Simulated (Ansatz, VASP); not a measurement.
**Two plane-wave programs on Ni**

The input INCAR:

```
PREC = Accurate
ENCUT = 520
EDIFF = 1E-6
ISMEAR = 0
SIGMA = 0.05
LREAL = F
LASPH = T
NELM = 150
ALGO = Normal
ISIF = 2
LWAVE = F
LCHARG = T
ISPIN = 2
MAGMOM = 0.8 -0.8
LORBIT = 11
LMAXMIX = 4
GGA = PE
LELF = T
LVHAR = T
NBANDS = 21
```

KPOINTS

```
Automatic mesh
0
Gamma
  14 14 10
```

Contents of POSCAR:

```
Ni
1.0
    0.0000000000      1.7593096190     -1.7593096190
    0.0000000000      1.7593096190      1.7593096190
    3.5186192380      0.0000000000      0.0000000000
Ni
2
Direct
    0.0000000000      0.0000000000      0.0000000000
    0.5000000000      0.5000000000      0.5000000000
```

Input for Ansatz:

```yaml
crystal:
  lattice:
    - [0.0, 1.759309619, -1.759309619]
    - [0.0, 1.759309619, 1.759309619]
    - [3.518619238, 0.0, 0.0]
  atoms:
    - { symbol: Ni, position: [0.0, 0.0, 0.0], spin: 0.8 }
    - { symbol: Ni, position: [0.5, 0.5, 0.5], spin: -0.8 }
basis:
  ecutwfc: 420
  ecutrho_ratio: 4
kpoints:
  mp_grid: { grid: [14, 14, 10] }
hamiltonian:
  xc: pbe
scf:
  occupations: { method: gaussian, width: 0.05 }
  lower_state_search: "off"
output:
  forces: true
  stress: true
  eigenvalues: true
  populations: true
magnetization:
  spin_polarized: true
```

Alike in both runs: task single point; functional PBE; k mesh 14 × 14 × 10; occupations gaussian, width 0.05 eV; collinear spin.

|  | VASP | Ansatz |
| --- | --- | --- |
| version | VASP 6.6.1 | Ansatz 0.2.0 |
| potentials or method | VASP PAW PBE potentials, release 64 (Ni), cutoff 520 eV | scalar-relativistic, plane waves, PAW |
| valence electrons in the cell | 20 | 36 |

```csv
,VASP,Ansatz,Ansatz less VASP
gap on the k mesh at the Fermi level (eV),none,none,-
pressure (GPa),-1.0,-1.0,-0.01
"traceless stress, the component that is largest in VASP (GPa)",-0.40,-0.42,-0.019
net moment per atom (μB),0.00,0.00,0.000
size of the moment on the site where the two differ most (μB),0.20,0.20,+0.005
```

Site moments also hang on the region over which each program counts them. A gap of «none» marks a metal or a gap that the smearing closes. VASP's potentials hold 20 valence electrons a cell and Ansatz's 36, so a difference there can come from the potentials and not from the codes.
